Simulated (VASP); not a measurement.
# Be2Sb (P4/nmm) in VASP: relaxation of cell and atoms with PBEsol

Aim: the relaxation of cell and atoms of Be2Sb with PBEsol.

Everything below comes from runs of VASP 6.6.1. Logs are shortened: lines on timing, memory, paths and dates and some standing lists are left out, and cuts for length are marked.

### Step 1. The cell of the first run

It takes space group P4/nmm (No. 129, tetragonal). The conventional cell has a = 3.707 Å, b = 3.707 Å, c = 5.656 Å, α = 90.00°, β = 90.00°, γ = 90.00°. Be (site symmetry -4m2) has 8 Be at 2.40 to 2.62 Å and 4 Sb at 2.51 Å within 3.2 Å. Within 3.3 Å of Be (site symmetry 4mm) lie 4 Be at 2.40 Å and 6 Sb at 2.43 to 3.22 Å. Within 3.3 Å of Sb (site symmetry 4mm) lie 10 Be at 2.43 to 3.22 Å.

### Step 2. Relaxation of cell and atoms, PBEsol

File INCAR:

```
ALGO     = Normal         # electronic algorithm
EDIFF    = 1E-7           # SCF threshold, eV
EDIFFG   = -0.03          # ionic threshold
ENCUT    = 500            # plane-wave cutoff, eV
GGA      = PS             # functional
GGA_COMPAT= F            
IBRION   = 2              # ionic algorithm
ISIF     = 3              # what is computed and relaxed
ISMEAR   = -1             # smearing method
LASPH    = T              # aspherical terms in the spheres
LCHARG   = F              # write CHGCAR
LREAL    = F              # projectors in reciprocal space
LWAVE    = F              # write WAVECAR
NELM     = 120            # most SCF steps
NELMIN   = 4            
NSW      = 60             # ionic steps
PREC     = Accurate       # precision mode
SIGMA    = 0.0317         # smearing width, eV
```

File KPOINTS:

```
k-points
0
Gamma
  8 8 5
```

File POSCAR:

```
Be2Sb
1.0
    3.7072060000      0.0000000000      0.0000000000
    0.0000000000      3.7072060000      0.0000000000
    0.0000000000      0.0000000000      5.6564610000
Be Sb
4 2
Direct
    0.0000000000      0.0000000000      0.0000000000
    0.5000000000      0.5000000000      0.0000000000
    0.0000000000      0.5000000000      0.2700000000
    0.5000000000      0.0000000000      0.7300000000
    0.0000000000      0.5000000000      0.7000000000
    0.5000000000      0.0000000000      0.3000000000
```

Potentials or basis: VASP PAW PBE potentials, release 64 (Be, Sb_d_GW).

The run is started by

```bash
$ cat potpaw_PBE.64/Be/POTCAR potpaw_PBE.64/Sb_d_GW/POTCAR > POTCAR
$ mpirun -np 1 vasp_std > vasp.out
```

OUTCAR:

```text
EDIFF = 1E-7
   EDIFFG = -0.03
   ENCUT = 500
   GGA = PS
   IBRION = 2
   ISIF = 3
   ISMEAR = -1
   LASPH = T
   LREAL = F
   NELM = 120
   NELMIN = 4
   NSW = 60
   PREC = Accurate

 ion  position               nearest neighbor table
   1  0.000  0.000  0.000-   5 2.51   6 2.51   5 2.51   6 2.51
   2  0.500  0.500  0.000-   5 2.51   6 2.51   6 2.51   5 2.51
   3  0.000  0.500  0.270-   5 2.43   6 2.63   6 2.63   6 2.63   6 2.63
   4  0.500  0.000  0.730-   6 2.43   5 2.63   5 2.63   5 2.63   5 2.63
   5  0.000  0.500  0.700-   3 2.43   2 2.51   1 2.51   1 2.51   2 2.51   4 2.63   4 2.63   4 2.63
                             4 2.63
   6  0.500  0.000  0.300-   4 2.43   2 2.51   1 2.51   2 2.51   1 2.51   3 2.63   3 2.63   3 2.63
                             3 2.63

  LATTYP: Found a simple tetragonal cell.
 ALAT       =     3.7072060000
 C/A-ratio  =     1.5258016415

  Lattice vectors:

 A1 = (   3.7072060000,   0.0000000000,   0.0000000000)
 A2 = (   0.0000000000,   3.7072060000,   0.0000000000)
 A3 = (   0.0000000000,   0.0000000000,   5.6564610000)

Analysis of symmetry for initial positions (statically):
=====================================================================
 Subroutine PRICEL returns:
 Original cell was already a primitive cell.

 Routine SETGRP: Setting up the symmetry group for a
 simple tetragonal supercell.

 Subroutine GETGRP returns: Found 16 space group operations
 (whereof  8 operations were pure point group operations)
 out of a pool of 16 trial point group operations.

The static configuration has the point symmetry D_2d.
 The point group associated with its full space group is D_4h.

Analysis of symmetry for dynamics (positions and initial velocities):
=====================================================================
 Subroutine PRICEL returns:
 Original cell was already a primitive cell.

 Routine SETGRP: Setting up the symmetry group for a
 simple tetragonal supercell.

 Subroutine GETGRP returns: Found 16 space group operations
 (whereof  8 operations were pure point group operations)
 out of a pool of 16 trial point group operations.

The dynamic configuration has the point symmetry D_2d.
 The point group associated with its full space group is D_4h.

 Subroutine INISYM returns: Found 16 space group operations
 (whereof  8 operations are pure point group operations),
[... 122 lines left out ...]
   IMIX   =      4    mixing-type and parameters
     AMIX     =   0.40;   BMIX     =  1.00
     AMIX_MAG =   1.60;   BMIX_MAG =  1.00
  volume/ion in A,a.u.               =      12.96        87.43
  Fermi-wavevector in a.u.,A,eV,Ry     =   1.289605  2.437000 22.627582  1.663080
  Thomas-Fermi vector in A             =   2.421487
   LORBIT       =      0    0 simple, 1 ext, 2 COOP (PROOUT), +10 PAW based schemes
   GGA     = PS    functional components
   LHFCALC =     F    Hartree Fock is set to
   AEXX    =    0.0000 exact exchange contribution
   IVDW    =     0    specifies the selected vdW correction
   LEPSILON=     F    determine dielectric tensor
   LRPA    =     F    only Hartree local field effects (RPA)
 conjugate gradient relaxation of ions
 non-spin polarized calculation
  energy-cutoff  :      500.00
  volume of cell :       77.74
 maximum number of plane-waves:      2012
 NGX is ok and might be reduce to    28
   NGX = 13   NGY = 13   NGZ = 21

--------------------------------------- Ionic step        1  -------------------------------------------

 number of electron      37.9999990 magnetization

 Free energy of the ion-electron system (eV)
  ---------------------------------------------------
  ext. energy  EPLUGINS =         0.00000000
  ---------------------------------------------------
  free energy    TOTEN  =       -22.08171992 eV

  energy without entropy =      -22.07555512  energy(sigma->0) =      -22.07863752

------------------------ aborting loop because EDIFF is reached ----------------------------------------

  FORCE on cell =-STRESS in cart. coord.  units (eV):
  Direction    XX          YY          ZZ          XY          YZ          ZX
  --------------------------------------------------------------------------------------
  -------------------------------------------------------------------------------------
  Total        4.7203066      4.7203066      8.8949222      0.0000000      0.0000000     -0.0000000
  in kB       97.2842548     97.2842548    183.3219639      0.0000000      0.0000000     -0.0000000
  external PRESSURE =     125.9634911 kB  Pullay stress =       0.0000000 kB
[... 101 lines left out ...]
  FREE ENERGIE OF THE ION-ELECTRON SYSTEM (eV)
  ---------------------------------------------------
  free  energy   TOTEN  =       -22.5217078276 eV

  energy  without entropy=      -22.5158199965  energy(sigma->0) =      -22.51876391

[... ionic steps 4 to 9 ...]

--------------------------------------- Ionic step       10  -------------------------------------------

 number of electron      37.9999979 magnetization

------------------------ aborting loop because EDIFF is reached ----------------------------------------
[... 75 lines left out ...]
--------------------------------------- Ionic step       12  -------------------------------------------

 number of electron      37.9999982 magnetization

 Free energy of the ion-electron system (eV)
  ---------------------------------------------------
  ext. energy  EPLUGINS =         0.00000000
  ---------------------------------------------------
  free energy    TOTEN  =       -22.80551816 eV

  energy without entropy =      -22.79950502  energy(sigma->0) =      -22.80251159

 E-fermi :   7.0030     XC(G=0): -10.7838

 val. band max:        6.9686799551   @ k =   0.1250   0.1250   0.2000
 cond. band min:       7.0241976338   @ k =   0.3750   0.0000   0.4000
 fundamental gap:      0.0555176787
 Fermi energy:         7.0030178846

 k-point     1 :       0.0000    0.0000    0.0000
  band No.  band energies     occupation
      1     -22.2834      2.00000
      2     -22.2645      2.00000
      3     -22.2645      2.00000
      4     -22.2591      2.00000
      5     -22.2584      2.00000
      6     -22.2405      2.00000
[... 613 lines left out ...]
     22       8.5957      0.00000
     23      10.6736      0.00000

 [... further k-points ...]

------------------------ aborting loop because EDIFF is reached ----------------------------------------

  FORCE on cell =-STRESS in cart. coord.  units (eV):
  Direction    XX          YY          ZZ          XY          YZ          ZX
  --------------------------------------------------------------------------------------
  -------------------------------------------------------------------------------------
  Total       -0.0111048     -0.0111048      0.1078500      0.0000000      0.0000000     -0.0000000
  in kB       -0.2087721     -0.2087721      2.0276029      0.0000000      0.0000000     -0.0000000
  external PRESSURE =       0.5366862 kB  Pullay stress =       0.0000000 kB
[... 21 lines left out ...]
  FREE ENERGIE OF THE ION-ELECTRON SYSTEM (eV)
  ---------------------------------------------------
  free  energy   TOTEN  =       -22.8055181607 eV

  energy  without entropy=      -22.7995050214  energy(sigma->0) =      -22.80251159

 reached required accuracy - stopping structural energy minimisation
```

OSZICAR:

```text
N       E                     dE             d eps       ncg     rms          rms(c)
DAV:   1     0.272833269576E+03    0.27283E+03   -0.13145E+04  2989   0.151E+04
[... 124 lines left out ...]
       N       E                     dE             d eps       ncg     rms          rms(c)
DAV:   1    -0.228064443830E+02   -0.13613E-02   -0.19758E-01  3371   0.106E+01    0.194E-01
DAV:   2    -0.228059089877E+02    0.53540E-03   -0.49017E-03  4057   0.225E+00    0.113E-01
DAV:   3    -0.228055268527E+02    0.38214E-03   -0.61076E-04  3840   0.194E+00    0.341E-02
DAV:   4    -0.228055177645E+02    0.90881E-05   -0.19751E-04  3948   0.550E-01    0.121E-02
DAV:   5    -0.228055181737E+02   -0.40914E-06   -0.24550E-05  4062   0.784E-02    0.754E-03
DAV:   6    -0.228055181607E+02    0.12968E-07   -0.86084E-07  2422   0.385E-02
  12 F= -.22805518E+02 E0= -.22802512E+02  d E =-.435039E-03
```

CONTCAR:

```text
Be2Sb
   1.00000000000000
     3.6386261634870505    0.0000000000000000   -0.0000000000000000
     0.0000000000000000    3.6386261634870505    0.0000000000000000
     0.0000000000000000    0.0000000000000000    6.4368419724464072
  Be              Sb
     4     2
Direct
     0.0000000000000000    0.0000000000000000    0.0000000000000000
     0.5000000000000000    0.5000000000000000    0.0000000000000000
     0.0000000000000000    0.5000000000000000    0.2295551873440899
     0.5000000000000000    1.0000000000000000    0.7704448126559100
     0.0000000000000000    0.5000000000000000    0.6769734525225440
     0.5000000000000000    0.0000000000000000    0.3230265474774561

  0.00000000E+00  0.00000000E+00  0.00000000E+00
  0.00000000E+00  0.00000000E+00  0.00000000E+00
  0.00000000E+00  0.00000000E+00  0.00000000E+00
  0.00000000E+00  0.00000000E+00  0.00000000E+00
  0.00000000E+00  0.00000000E+00  0.00000000E+00
  0.00000000E+00  0.00000000E+00  0.00000000E+00
```

It took 10 min on 1 thread of Intel Xeon Platinum 8488C (Sapphire Rapids), shared host; peak memory 0.24 GiB.

Results:

```
Free energy                           : -22.8055 eV
Relaxed volume                        : 14.20 Å³/atom
Relaxed cell                          : a = 3.639 Å, b = 3.639 Å, c = 6.437 Å, α = 90.00°, β = 90.00°, γ = 90.00°
Space group after relaxing (to 0.1 Å) : P4/nmm (No. 129)
Energy gained by relaxing             : 120.6 meV/atom
Ionic steps                           : 12
Pressure after relaxing               : 0.1 GPa
Largest force after relaxing          : 0.025 eV/Å
Band gap on the k mesh                : zero (bands 19 and 20 overlap by 4.03 eV)
```

Forces in eV/Å, atoms in the order of the input:
```
Be   0.000  0.000  0.000
Be   0.000  0.000  0.000
Be   0.000  0.000 -0.008
Be   0.000  0.000  0.008
Sb   0.000  0.000  0.025
Sb   0.000  0.000 -0.025
```

Step by step:
```tsv
step	energy change (eV)	largest force (eV/Å)	pressure (GPa)	volume (Å³)
1	0.0000	0.7715	12.60	77.74
2	-0.4316	0.4829	-2.93	89.74
3	-0.4400	0.5083	-1.35	88.06
4	-0.5186	0.4514	-1.13	87.44
5	-0.6676	0.3512	-0.12	85.43
6	-0.4865	0.6557	5.79	80.80
7	-0.7054	0.2461	0.92	84.34
8	-0.7174	0.1288	-0.78	85.95
9	-0.7174	0.1320	-0.73	85.91
10	-0.7234	0.0309	0.00	85.26
11	-0.7234	0.0312	-0.01	85.26
12	-0.7238	0.0248	0.05	85.22
```

Final structure:
```
Be Sb
1.0
     3.63863    0.00000    0.00000
     0.00000    3.63863    0.00000
     0.00000    0.00000    6.43684
Be Sb
4 2
Direct
  0.00000 0.00000 0.00000
  0.50000 0.50000 0.00000
  0.00000 0.50000 0.22956
  0.50000 0.00000 0.77044
  0.00000 0.50000 0.67697
  0.50000 0.00000 0.32303
```

Caveat: the PAW data sets were made with another functional, which shifts forces and pressure a little; spin-orbit coupling is left out, which moves the levels of the heavy elements.

The gap in the log of VASP goes by the Fermi energy; the results here count the filled bands.